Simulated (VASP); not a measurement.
Write the native input for VASP 6.6.1 that does the following.

- Task: relaxation of shape and atoms at fixed volume
- Functional: PBE
- Potentials or basis: VASP PAW PBE potentials, release 64 (Fe, O)
- Cutoff: 600 eV
- k mesh: 4 × 4 × 4
- Occupations: gaussian, width 0.05 eV
- Spin: collinear spin, ferromagnetic start
- Starting moments: [4.35, 4.35, 4.35, 4.35, 0.0, 0.0, 0.0, 0.0, 0.0, 0.0] μB
- Hubbard terms: Fe d U = 4.0 eV
- Dipole correction: no
- Further INCAR settings: ALGO = Normal; EDIFF = 1e-07; IBRION = 2; EDIFFG = -0.01; NSW = 60; ISIF = 4

The structure of Fe2O3 lies in POSCAR:

```
Fe2O3
1.0
    2.5842317931      1.4920069214      4.6476369981
   -2.5842317931      1.4920069214      4.6476369981
    0.0000000000     -2.9840138428      4.6476369981
Fe O
4 6
Direct
    0.3549503720      0.3549503720      0.3549503720
    0.1450496280      0.1450496280      0.1450496280
    0.6450496280      0.6450496280      0.6450496280
    0.8549503720      0.8549503720      0.8549503720
    0.5536548590      0.9463451410      0.2500000000
    0.2500000000      0.5536548590      0.9463451410
    0.9463451410      0.2500000000      0.5536548590
    0.4463451410      0.0536548590      0.7500000000
    0.7500000000      0.4463451410      0.0536548590
    0.0536548590      0.7500000000      0.4463451410
```

The input as run:

INCAR

```
PREC = Accurate
ENCUT = 600
EDIFF = 1E-7
ISMEAR = 0
SIGMA = 0.05
LREAL = False
LASPH = True
NELM = 200
ALGO = Normal
ISIF = 4
LWAVE = False
LCHARG = False
ISPIN = 2
MAGMOM = 4.35 4.35 4.35 4.35 0 0 0 0 0 0
LORBIT = 11
LMAXMIX = 4
LDAU = True
LDAUTYPE = 2
LDAUL = 2 -1
LDAUU = 4 0
LDAUJ = 0 0
LDAUPRINT = 1
GGA = PE
IBRION = 2
NSW = 60
EDIFFG = -0.01
GGA_COMPAT = False
NELMIN = 4
```

KPOINTS

```
regular mesh
0
Gamma
  4 4 4
```

Potentials or basis: VASP PAW PBE potentials, release 64 (Fe, O).

Run with:

```bash
$ cat potpaw_PBE.64/Fe/POTCAR potpaw_PBE.64/O/POTCAR > POTCAR
$ mpirun -np 1 vasp_std > vasp.out
```

Results of the run:

The energy gained by relaxing is 0.7 meV/atom. The ionic steps are 4 and the pressure after relaxing is -4.1 GPa. The band gap on the k mesh is 1.18 eV (least direct gap 1.37 eV), the net moment is 20.00 μB per cell and the site moments are Fe +4.32; O +0.37 μB. The valence electrons inside the program's atomic spheres are Fe 6.61; O 5.01.

Caveat: the run started ferromagnetic, and an antiferromagnetic order may lie lower in energy.

Wall time 20 min on 1 thread of Oxide Virtual Turin-like Processor, on a shared host, peak memory 0.43 GiB.
